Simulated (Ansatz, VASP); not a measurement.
One calculation of WS2, two programs

File INCAR:

```
PREC     = Accurate       # precision mode
ENCUT    = 520            # plane-wave cutoff, eV
EDIFF    = 1E-6           # SCF threshold, eV
ISMEAR   = 0              # smearing method
SIGMA    = 0.05           # smearing width, eV
LREAL    = False          # projectors in reciprocal space
LASPH    = True           # aspherical terms in the spheres
NELM     = 80             # most SCF steps
ALGO     = Normal         # electronic algorithm
ISIF     = 2              # what is computed and relaxed
LWAVE    = False          # write WAVECAR
LCHARG   = True           # write CHGCAR
LDIPOL   = True         
IDIPOL   = 3            
DIPOL    = 0.5 0.5 0.400
GGA      = PE             # functional
IVDW     = 12             # dispersion correction
LELF     = True           # ELF
LVHAR    = True         
LVACPOTAV= True         
NBANDS   = 35             # bands
```

KPOINTS

```
regular mesh
0
Gamma
  9 9 1
```

The input POSCAR:

```
WS2
1.0
    3.1595457497      0.0000000000      0.0000000000
   -1.5797728749      2.7362468836      0.0000000000
    0.0000000000      0.0000000000     23.8042575719
S W
4 2
Direct
    0.3333333333      0.6666666667      0.1890418126
    0.3333333333      0.6666666667      0.3214605103
    0.6666666667      0.6666666667      0.4785752612
    0.6666666667      0.6666666667      0.6109939589
    0.6666666667      0.3333333333      0.2552511581
    1.0000000000      0.3333333333      0.5447846067
```

Input for Ansatz:

```yaml
crystal:
  lattice:
    - [3.1595457497, 0.0, 0.0]
    - [-1.5797728749, 2.7362468836, 0.0]
    - [0.0, 0.0, 23.8042575719]
  atoms:
    - { symbol: S, position: [0.3333333333, 0.6666666667, 0.1890418126] }
    - { symbol: W, position: [0.6666666667, 0.3333333333, 0.2552511581] }
    - { symbol: S, position: [0.3333333333, 0.6666666667, 0.3214605103] }
    - { symbol: S, position: [0.6666666667, 0.6666666667, 0.4785752612] }
    - { symbol: W, position: [1.0, 0.3333333333, 0.5447846067] }
    - { symbol: S, position: [0.6666666667, 0.6666666667, 0.6109939589] }
basis:
  ecutwfc: 420
kpoints:
  mp_grid: { grid: [9, 9, 1] }
hamiltonian:
  xc: pbe
  pseudopotentials: { kind: paw, azcp: { folder: soft_1 } }
  dispersion: d3bj
scf:
  occupations: { method: gaussian, width: 0.05 }
output:
  forces: true
  eigenvalues: true
efield:
  axis: 3
  dipole_correction: true
  ramp_width: 0.04
```

Alike in both runs: task single point; functional PBE; dispersion D3(BJ); k mesh 9 × 9 × 1; occupations gaussian, width 0.05 eV; no spin polarisation.

|  | VASP | Ansatz |
| --- | --- | --- |
| version | VASP 6.6.1 | Ansatz 0.2.0 |
| potentials or method | VASP PAW PBE potentials, release 64 (S, W_sv), cutoff 520 eV | scalar-relativistic, plane waves, PAW |
| valence electrons in the cell | 52 | 52 |

VASP gave:

- gap on the k mesh at the Fermi level (eV): 1.84
- least direct gap on the mesh (eV): 1.91
- rms of the force components (eV/Å): 0.025

Task: Estimate Ansatz's values.

Result: gap on the k mesh at the Fermi level (eV): 1.82; least direct gap on the mesh (eV): 1.91; rms of the force components (eV/Å): 0.024.

Neither program's run includes spin-orbit coupling.
